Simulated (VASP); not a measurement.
# MnI2: single point with LDA+U

MnI2:

```xyz
6
Lattice="4.1600 0.0000 0.0000 -2.0800 3.6027 0.0000 0.0000 0.0000 13.6400" Properties=species:S:1:pos:R:3 pbc="T T T"
Mn    0.0000    0.0000    0.0000
Mn    0.0000    0.0000    6.8200
I     0.0000    2.4018    1.7050
I     2.0800    1.2009    5.1150
I     0.0000    2.4018    8.5250
I     2.0800    1.2009   11.9350
```

```
Program             : VASP 6.6.1
Task                : single point
Functional          : LDA
Potentials or basis : VASP PAW LDA potentials, release 64 (Mn_pv, I)
Cutoff              : 520 eV
k mesh              : 5 × 5 × 2
Occupations         : gaussian, width 0.05 eV
Spin                : collinear spin, zero start
Starting moments    : [0.0, 0.0, 0.0, 0.0, 0.0, 0.0] μB
Fixed moment        : 0 μB
Hubbard terms       : Mn d U = 4.0 eV
```

The pressure is -8.5 GPa and the largest force is 1.586 eV/Å. The net moment is 0.00 μB per cell. The valence electrons inside the program's atomic spheres are Mn 11.35; I 4.26.

Forces on the atoms (eV/Å):
```
Mn   0.000  0.000  0.000
Mn   0.000  0.000  0.000
I    0.000  0.000 -1.586
I    0.000  0.000  1.586
I    0.000  0.000 -1.586
I    0.000  0.000  1.586
```

Stress tensor (GPa, compression positive):
```
-8.09  0.00  0.00
 0.00 -8.09  0.00
 0.00  0.00 -9.45
```

Eigenvalues of the final occupation matrices:
| site | spin | trace | eigenvalues |
| --- | --- | --- | --- |
| site 1 d | 1 | 2.53 | 0.13 0.13 0.48 0.90 0.90 |
| site 1 d | 2 | 2.53 | 0.13 0.13 0.48 0.90 0.90 |
| site 2 d | 1 | 2.53 | 0.13 0.13 0.48 0.90 0.90 |
| site 2 d | 2 | 2.53 | 0.13 0.13 0.48 0.90 0.90 |

Wall time 3.1 min on 1 thread of Intel(R) Xeon(R) Platinum 8259CL CPU @ 2.50GHz (Skylake/Cascade Lake), with other jobs on the host, peak memory 0.34 GiB.

Caveat: the cell stands under tension; spin-orbit coupling is left out, which moves the levels of the heavy elements; the total moment is fixed, so each spin has its own Fermi level; forces of over 1 eV/Å act on the atoms, so gaps and moduli don't describe the material at rest.
